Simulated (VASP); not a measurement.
# BaZnPF (P4/nmm) in VASP: single point with r2SCAN

Aim: the single point of BaZnPF with r2SCAN.

Program: VASP 6.6.1. These are calculated values, not measurements. Logs are shortened: lines on timing, memory, paths and dates and some standing lists are left out, and cuts for length are marked.

### 1 The cell of the first run

The structure is tetragonal, space group P4/nmm (No. 129). The conventional cell has a = 4.143 Å, b = 4.143 Å, c = 9.493 Å, α = 90.00°, β = 90.00°, γ = 90.00°. Within 3.5 Å of Ba (site symmetry 4mm) lie 4 F at 2.62 Å and 4 P at 3.41 Å. Within 3.3 Å of Zn (site symmetry -4m2) lie 4 P at 2.50 Å and 4 Zn at 2.93 Å. Within 3.5 Å of P (site symmetry 4mm) lie 4 Zn at 2.50 Å and 4 Ba at 3.41 Å. Within 3.5 Å of F (site symmetry -4m2) lie 4 Ba at 2.62 Å and 4 F at 2.93 Å.

### 2 Single point, r2SCAN

POSCAR

```
BaZnPF
1.0
    4.1425250548      0.0000000000      0.0000000000
    0.0000000000      4.1425250548      0.0000000000
    0.0000000000      0.0000000000      9.4928406964
Ba Zn P F
2 2 2 2
Direct
    0.2500000000      0.2500000000      0.3311900303
    0.7500000000      0.7500000000      0.6688099697
    0.2500000000      0.7500000000      0.0000000000
    0.7500000000      0.2500000000      0.0000000000
    0.7500000000      0.7500000000      0.1468810633
    0.2500000000      0.2500000000      0.8531189367
    0.2500000000      0.7500000000      0.5000000000
    0.7500000000      0.2500000000      0.5000000000
```

INCAR.step1

```
ALGO     = Normal         # electronic algorithm
EDIFF    = 1E-4           # SCF threshold, eV
ENCUT    = 520            # plane-wave cutoff, eV
GGA      = PE             # functional
ISMEAR   = 1              # smearing method
LASPH    = True           # aspherical terms in the spheres
LCHARG   = False          # write CHGCAR
LREAL    = False          # projectors in reciprocal space
LWAVE    = True           # write WAVECAR
NBANDS   = 44             # bands
NELM     = 80             # most SCF steps
PREC     = Accurate       # precision mode
SIGMA    = 0.101          # smearing width, eV
```

INCAR.step2

```
ALGO     = Normal         # electronic algorithm
EDIFF    = 1E-6           # SCF threshold, eV
ENCUT    = 520            # plane-wave cutoff, eV
ISIF     = 2              # what is computed and relaxed
ISMEAR   = 1              # smearing method
ISTART   = 1            
LASPH    = True           # aspherical terms in the spheres
LCHARG   = False          # write CHGCAR
LMIXTAU  = True         
LREAL    = False          # projectors in reciprocal space
LWAVE    = False          # write WAVECAR
METAGGA  = R2SCAN         # meta-GGA
NBANDS   = 44             # bands
NELM     = 80             # most SCF steps
PREC     = Accurate       # precision mode
SIGMA    = 0.101          # smearing width, eV
```

KPOINTS

```
k-points
0
Gamma
  6 6 4
```

Potentials or basis: VASP PAW PBE potentials, release 64 (Ba_sv, Zn, P, F).

Launch:

```sh
cat potpaw_PBE.64/Ba_sv/POTCAR potpaw_PBE.64/Zn/POTCAR potpaw_PBE.64/P/POTCAR potpaw_PBE.64/F/POTCAR > POTCAR
cp INCAR.step1 INCAR
mpirun -np 1 vasp_std > vasp.out
cp INCAR.step2 INCAR
mpirun -np 1 vasp_std > vasp.out
```

OUTCAR:

```text
EDIFF = 1E-6
   ENCUT = 520
   ISIF = 2
   ISMEAR = 1
   ISTART = 1
   LASPH = True
   LREAL = False
   METAGGA = R2SCAN
   NELM = 80
   PREC = Accurate

 ion  position               nearest neighbor table
   1  0.250  0.250  0.331-   7 2.62   8 2.62   7 2.62   8 2.62   5 3.41   5 3.41   5 3.41   5 3.41
                             4 3.76   3 3.76   4 3.76   3 3.76   2 4.34   2 4.34   2 4.34   2 4.34
   2  0.750  0.750  0.669-   7 2.62   8 2.62   8 2.62   7 2.62   6 3.41   6 3.41   6 3.41   6 3.41
                             3 3.76   4 3.76   4 3.76   3 3.76   1 4.34   1 4.34   1 4.34   1 4.34
   3  0.250  0.750  0.000-   5 2.50   6 2.50   6 2.50   5 2.50   4 2.93   4 2.93   4 2.93   4 2.93
                             2 3.76   1 3.76   2 3.76   1 3.76
   4  0.750  0.250  0.000-   5 2.50   6 2.50   5 2.50   6 2.50   3 2.93   3 2.93   3 2.93   3 2.93
                             1 3.76   2 3.76   2 3.76   1 3.76
   5  0.750  0.750  0.147-   3 2.50   4 2.50   4 2.50   3 2.50   1 3.41   1 3.41   1 3.41   1 3.41

   6  0.250  0.250  0.853-   3 2.50   4 2.50   3 2.50   4 2.50   2 3.41   2 3.41   2 3.41   2 3.41

   7  0.250  0.750  0.500-   1 2.62   2 2.62   1 2.62   2 2.62
   8  0.750  0.250  0.500-   1 2.62   2 2.62   2 2.62   1 2.62

  LATTYP: Found a simple tetragonal cell.
 ALAT       =     4.1425250548
 C/A-ratio  =     2.2915590300

  Lattice vectors:

 A1 = (   4.1425250548,   0.0000000000,   0.0000000000)
 A2 = (   0.0000000000,   4.1425250548,   0.0000000000)
 A3 = (   0.0000000000,   0.0000000000,   9.4928406964)

Analysis of symmetry for initial positions (statically):
=====================================================================
 Subroutine PRICEL returns:
 Original cell was already a primitive cell.

 Routine SETGRP: Setting up the symmetry group for a
 simple tetragonal supercell.

 Subroutine GETGRP returns: Found 16 space group operations
 (whereof  4 operations were pure point group operations)
 out of a pool of 16 trial point group operations.

The static configuration has the point symmetry C_2h.
 The point group associated with its full space group is D_4h.

Analysis of symmetry for dynamics (positions and initial velocities):
=====================================================================
 Subroutine PRICEL returns:
 Original cell was already a primitive cell.

 Routine SETGRP: Setting up the symmetry group for a
 simple tetragonal supercell.

 Subroutine GETGRP returns: Found 16 space group operations
 (whereof  4 operations were pure point group operations)
 out of a pool of 16 trial point group operations.

The dynamic configuration has the point symmetry C_2h.
 The point group associated with its full space group is D_4h.

 Subroutine INISYM returns: Found 16 space group operations
 (whereof  4 operations are pure point group operations),
 and found     1 'primitive' translations

----------------------------------------------------------------------------------------

                                     Primitive cell

  volume of cell :     162.9020

  direct lattice vectors                    reciprocal lattice vectors
     4.142525055  0.000000000  0.000000000     0.241398661  0.000000000  0.000000000
     0.000000000  4.142525055  0.000000000     0.000000000  0.241398661  0.000000000
     0.000000000  0.000000000  9.492840696     0.000000000  0.000000000  0.105342545

  length of vectors
     4.142525055  4.142525055  9.492840696     0.241398661  0.241398661  0.105342545

  position of ions in fractional coordinates (direct lattice)
     0.250000000  0.250000000  0.331190030
     0.750000000  0.750000000  0.668809970
     0.250000000  0.750000000  0.000000000
     0.750000000  0.250000000  0.000000000
     0.750000000  0.750000000  0.146881063
     0.250000000  0.250000000  0.853118937
     0.250000000  0.750000000  0.500000000
     0.750000000  0.250000000  0.500000000

  ion indices of the primitive-cell ions
   primitive index   ion index
                 1           1
                 2           2
                 3           3
                 4           4
                 5           5
                 6           6
                 7           7
                 8           8

----------------------------------------------------------------------------------------

 KPOINTS: k-points

Automatic generation of k-mesh.
 Grid dimensions read from file:
 generate k-points for:    6    6    4

 Generating k-lattice:

  Cartesian coordinates                     Fractional coordinates (reciprocal lattice)
     0.040233110  0.000000000  0.000000000     0.166666667  0.000000000  0.000000000
     0.000000000  0.040233110  0.000000000     0.000000000  0.166666667  0.000000000
     0.000000000  0.000000000  0.026335636     0.000000000  0.000000000  0.250000000

  Length of vectors
     0.040233110  0.040233110  0.026335636

  Shift w.r.t. Gamma in fractional coordinates (k-lattice)
     0.000000000  0.000000000  0.000000000

 Subroutine IBZKPT returns following result:
 ===========================================

 Found     30 irreducible k-points:

 Following reciprocal coordinates:
            Coordinates               Weight
  0.000000  0.000000  0.000000      1.000000
  0.166667  0.000000  0.000000      4.000000
  0.333333  0.000000  0.000000      4.000000
  0.500000  0.000000  0.000000      2.000000
  0.166667  0.166667  0.000000      4.000000
  0.333333  0.166667  0.000000      8.000000
[... 16 lines left out ...]
  0.333333  0.000000  0.500000      4.000000
  0.500000  0.000000  0.500000      2.000000
 [... further k-points ...]
   k-points           NKPTS =     30   k-points in BZ     NKDIM =     30   number of bands    NBANDS=     44
   number of dos      NEDOS =    301   number of ions     NIONS =      8
   total plane-waves  NPLWV =  73728
   dimension x,y,z NGX =    32 NGY =   32 NGZ =   72
   dimension x,y,z NGXF=    64 NGYF=   64 NGZF=  144
   ions per type =               2   2   2   2
   NGX,Y,Z   is equivalent  to a cutoff of  12.84, 12.84, 12.61 a.u.
   NGXF,Y,Z  is equivalent  to a cutoff of  25.68, 25.68, 25.22 a.u.
 SYSTEM =  unknown system
   PREC   = accura    normal or accurate (medium, high low for compatibility)
   ISTART =      1    job   : 0-new  1-cont  2-samecut
   ICHARG =      0    charge: 1-file 2-atom 10-const
   ISPIN  =      1    spin polarized calculation?
   LNONCOLLINEAR =      F non collinear calculations
   LSORBIT =      F    spin-orbit coupling
   LASPH  =      T    aspherical Exc in radial PAW
   ENCUT  =  520.0 eV  38.22 Ry    6.18 a.u.   7.70  7.70 17.65*2*pi/ulx,y,z
   NELM   =     80;   NELMIN=  2; NELMDL=  0     # of ELM steps
   EDIFF  = 0.1E-05   stopping-criterion for ELM
   LREAL  =      F    real-space projection
[... 7 lines left out ...]
   TEBEG  =    0.0;   TEEND  =   0.0 temperature during run
   PSTRESS=    0.0 pullay stress
   NELECT =      68.0000    total number of electrons
   NUPDOWN=      -1.0000    fix difference up-down
   EMIN   =  10.00;   EMAX   =-10.00  energy-range for DOS
   EFERMI =   0.00;   METHOD = LEGACY
   ISMEAR =     1;   SIGMA  =   0.10  broadening in eV -4-tet -1-fermi 0-gaus
   EFERMI_NEDOS =   21; number of points for ismear=-14 and -15
   IALGO  =     38    algorithm
   IMIX   =      4    mixing-type and parameters
     AMIX     =   0.40;   BMIX     =  1.00
     AMIX_MAG =   1.60;   BMIX_MAG =  1.00
  volume/ion in A,a.u.               =      20.36       137.41
  Fermi-wavevector in a.u.,A,eV,Ry     =   1.223495  2.312071 20.367116  1.496941
  Thomas-Fermi vector in A             =   2.358604
   LORBIT       =      0    0 simple, 1 ext, 2 COOP (PROOUT), +10 PAW based schemes
   METAGGA = R2SCAN    functional components
   LHFCALC =     F    Hartree Fock is set to
   AEXX    =    0.0000 exact exchange contribution
   IVDW    =     0    specifies the selected vdW correction
   LEPSILON=     F    determine dielectric tensor
   LRPA    =     F    only Hartree local field effects (RPA)
 non-spin polarized calculation
 Methfessel and Paxton  Order N= 1 SIGMA  =   0.10
  energy-cutoff  :      520.00
  volume of cell :      162.90
 maximum number of plane-waves:      4436
 NGX is ok and might be reduce to    32
   NGX = 15   NGY = 15   NGZ = 35

 number of electron      67.9999960 magnetization

 Free energy of the ion-electron system (eV)
  ---------------------------------------------------
  ext. energy  EPLUGINS =         0.00000000
  ---------------------------------------------------
  free energy    TOTEN  =      -111.42497951 eV

  energy without entropy =     -111.42576577  energy(sigma->0) =     -111.42524159

 E-fermi :   3.2094     XC(G=0): -10.3066

 val. band max:        3.1371913212   @ k =   0.0000   0.0000   0.0000
 cond. band min:       3.8723224393   @ k =   0.0000   0.0000   0.0000
 fundamental gap:      0.7351311181
 Fermi energy:         3.2094312854

 k-point     1 :       0.0000    0.0000    0.0000
  band No.  band energies     occupation
      1     -25.1950      2.00000
      2     -24.9397      2.00000
      3     -21.8220      2.00000
      4     -21.7556      2.00000
      5      -9.8732      2.00000
      6      -9.8615      2.00000
[... 36 lines left out ...]
     43       8.8243      0.00000
     44       8.9301      0.00000

 k-point     2 :       0.1667    0.0000    0.0000
  band No.  band energies     occupation
      1     -25.1573      2.00000
      2     -24.9335      2.00000
      3     -21.8388      2.00000
      4     -21.7851      2.00000
      5      -9.9885      2.00000
      6      -9.9591      2.00000
[... 36 lines left out ...]
     43       8.5638      0.00000
     44       8.6346      0.00000

 k-point     3 :       0.3333    0.0000    0.0000
  band No.  band energies     occupation
      1     -25.0667      2.00000
      2     -24.9343      2.00000
      3     -21.8728      2.00000
      4     -21.8460      2.00000
      5     -10.1030      2.00000
      6     -10.0979      2.00000
[... 976 lines left out ...]
     43       8.7194      0.00000
     44       8.7750      0.00000

 k-point    24 :       0.5000    0.0000    0.5000
  band No.  band energies     occupation
      1     -24.9775      2.00000
      2     -24.9775      2.00000
      3     -21.8839      2.00000
      4     -21.8839      2.00000
      5     -10.1378      2.00000
      6     -10.1378      2.00000
[... 36 lines left out ...]
     43       8.9517      0.00000
     44       8.9517      0.00000

 [... further k-points ...]

------------------------ aborting loop because EDIFF is reached ----------------------------------------

  FORCE on cell =-STRESS in cart. coord.  units (eV):
  Direction    XX          YY          ZZ          XY          YZ          ZX
  --------------------------------------------------------------------------------------
  -------------------------------------------------------------------------------------
  Total        0.7109520      0.7109520      0.7567645      0.0000000      0.0000000      0.0000000
  in kB        6.9923700      6.9923700      7.4429456      0.0000000      0.0000000      0.0000000
  external PRESSURE =       7.1425619 kB  Pullay stress =       0.0000000 kB

 VOLUME and BASIS-vectors are now :
 -----------------------------------------------------------------------------
  energy-cutoff  :      520.00
  volume of cell :      162.90
      direct lattice vectors                 reciprocal lattice vectors
     4.142525055  0.000000000  0.000000000     0.241398661  0.000000000  0.000000000
     0.000000000  4.142525055  0.000000000     0.000000000  0.241398661  0.000000000
     0.000000000  0.000000000  9.492840696     0.000000000  0.000000000  0.105342545

 POSITION                                       TOTAL-FORCE (eV/Angst)
 -----------------------------------------------------------------------------------
      1.03563      1.03563      3.14393        -0.000000     -0.000000     -0.131150
      3.10689      3.10689      6.34891        -0.000000     -0.000000      0.131150
      1.03563      3.10689      0.00000        -0.000000      0.000000     -0.000000
      3.10689      1.03563      0.00000         0.000000     -0.000000      0.000000
      3.10689      3.10689      1.39432        -0.000000     -0.000000     -0.035919
      1.03563      1.03563      8.09852        -0.000000     -0.000000      0.035919
      1.03563      3.10689      4.74642        -0.000000      0.000000      0.000000
      3.10689      1.03563      4.74642        -0.000000     -0.000000      0.000000
 -----------------------------------------------------------------------------------
    total drift:                                0.000000     -0.000000     -0.000000

  FREE ENERGIE OF THE ION-ELECTRON SYSTEM (eV)
  ---------------------------------------------------
  free  energy   TOTEN  =      -111.4249795051 eV

  energy  without entropy=     -111.4257657728  energy(sigma->0) =     -111.42524159
```

Wall time 7.3 min (1 thread of Intel Xeon Platinum 8488C (Sapphire Rapids), shared host); peak memory 0.42 GiB.

Results:

| Property | Result |
| --- | --- |
| Free energy | -111.4250 eV |
| Pressure | 0.7 GPa |
| Largest force | 0.131 eV/Å |
| Band gap on the k mesh | 0.74 eV |

Forces in eV/Å, atoms in the order of the input:
```
Ba   0.000  0.000 -0.131
Ba   0.000  0.000  0.131
Zn   0.000  0.000  0.000
Zn   0.000  0.000  0.000
P    0.000  0.000 -0.036
P    0.000  0.000  0.036
F    0.000  0.000  0.000
F    0.000  0.000  0.000
```

Levels at points of the mesh, in eV from the valence-band top:
```csv
k point,band 30,band 31,band 32,band 33,band 34,band 35,band 36,band 37,band 38,band 39
"(0.00, 0.00, 0.00)",-2.33,-2.33,-0.55,0.00,0.00,0.74,1.87,2.69,3.00,4.06
"(0.50, 0.00, 0.00)",-4.49,-1.01,-1.01,-0.97,-0.97,2.42,2.42,3.34,3.34,4.25
"(0.50, 0.50, 0.00)",-4.67,-2.57,-2.57,-2.45,-2.45,2.87,2.87,3.57,3.57,5.78
"(0.00, 0.00, 0.50)",-2.33,-2.33,-0.79,0.00,0.00,0.85,2.03,2.18,3.57,4.01
"(0.50, 0.00, 0.50)",-4.42,-1.00,-1.00,-0.96,-0.96,2.53,2.53,3.31,3.31,4.15
"(0.50, 0.50, 0.50)",-4.56,-2.51,-2.51,-2.50,-2.50,3.03,3.03,3.67,3.67,5.11
```

Caveat: the PAW data sets were made with another functional, which shifts forces and pressure a little; spin-orbit coupling is left out, which moves the levels of the heavy elements. r2SCAN opens gaps a little over a GGA but as a rule still falls short of measured ones.
